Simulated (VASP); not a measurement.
CdH2O2: single point with PBEsol

The system is CdH2O2.

```
CELL_PARAMETERS angstrom
3.85258 0.00000 0.00000
-1.92629 3.33643 0.00000
0.00000 0.00000 4.45615
ATOMIC_POSITIONS crystal
Cd 0.33333 0.66667 0.98730
H 0.00000 0.00000 0.00808
H 0.66667 0.33333 0.43189
O 0.00000 0.00000 0.78619
O 0.66667 0.33333 0.21189
```

```
Program             : VASP 6.6.1
Task                : single point
Functional          : PBEsol
Potentials or basis : VASP PAW PBE potentials, release 64 (Cd, H, O)
Cutoff              : 520 eV
k mesh              : 6 × 6 × 4
Occupations         : gaussian, width 0.01 eV
Spin                : no spin polarisation
```

```json
{
  "Pressure": "-4.6 GPa",
  "Largest force": "0.420 eV/Å",
  "Band gap on the k mesh": "1.09 eV, indirect (least direct gap 1.62 eV)"
}
```

Forces in eV/Å, atoms in the order of the input:
```
Cd   0.000  0.000 -0.040
H    0.000  0.000  0.142
H    0.000  0.000  0.014
O    0.000  0.000  0.304
O    0.000  0.000 -0.420
```

Stress tensor (GPa, compression positive):
```
-5.66  0.00  0.00
 0.00 -5.66  0.00
 0.00  0.00 -2.33
```

Levels at points of the mesh, in eV from the valence-band top:
| k point | band 10 | band 11 | band 12 | band 13 | band 14 | band 15 | band 16 | band 17 |
| --- | --- | --- | --- | --- | --- | --- | --- | --- |
| (0.00, 0.00, 0.00) | -0.93 | -0.93 | -0.53 | -0.53 | 1.09 | 6.07 | 9.91 | 10.66 |
| (0.50, 0.00, 0.00) | -3.09 | -2.26 | -1.66 | 0.00 | 5.09 | 6.00 | 8.21 | 9.73 |
| (0.00, 0.00, 0.50) | -1.04 | -1.04 | -0.38 | -0.38 | 2.92 | 4.67 | 10.15 | 10.70 |
| (0.50, 0.00, 0.50) | -2.44 | -2.00 | -1.55 | -0.28 | 5.26 | 6.12 | 8.04 | 8.93 |

It took 73 s on 1 thread of AMD EPYC 7R13 (shared host), peak memory 0.16 GiB.

Caveat: the PAW data sets were made with another functional, which shifts forces and pressure a little. A k mesh can miss the band edges.
